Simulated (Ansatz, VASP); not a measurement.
# AlN: VASP beside Ansatz

```
CELL_PARAMETERS angstrom
3.31212 0.00000 0.00000
-1.65606 2.86838 0.00000
0.00000 0.00000 4.18756
ATOMIC_POSITIONS crystal
Al 0.32026 0.66013 0.75000
Al 0.65359 0.32680 0.25000
N 0.33333 0.66667 0.25000
N 0.66667 0.33333 0.75000
```

Change from the starting cell: all Al atoms moved +0.037 Å, as atom 1 towards its neighbour atom 4 (N) at 1.912 Å.

Alike in both runs: task single point; functional PBEsol; k mesh 12 × 12 × 6; occupations gaussian, width 0.05 eV; no spin polarisation.

|  | VASP | Ansatz |
| --- | --- | --- |
| version | VASP 6.6.1 | Ansatz 0.2.0 |
| potentials or method | VASP PAW PBE potentials, release 64 (Al, N), cutoff 520 eV | scalar-relativistic, plane waves, PAW |
| valence electrons in the cell | 16 | 16 |

VASP gave:

- gap on the k mesh at the Fermi level (eV): 3.18
- least direct gap on the mesh (eV): 3.18
- pressure (GPa): -3.3
- traceless stress, the component that is largest in VASP (GPa): -0.84
- rms of the force components (eV/Å): 0.326

Q: Estimate Ansatz's values.

A: gap on the k mesh at the Fermi level (eV): 3.17; least direct gap on the mesh (eV): 3.17; pressure (GPa): -3.3; traceless stress, the component that is largest in VASP (GPa): -0.81; rms of the force components (eV/Å): 0.323.

VASP's potentials were made for PBE, not for PBEsol. Atom by atom the forces differ by 0.003 eV/Å (rms over components).
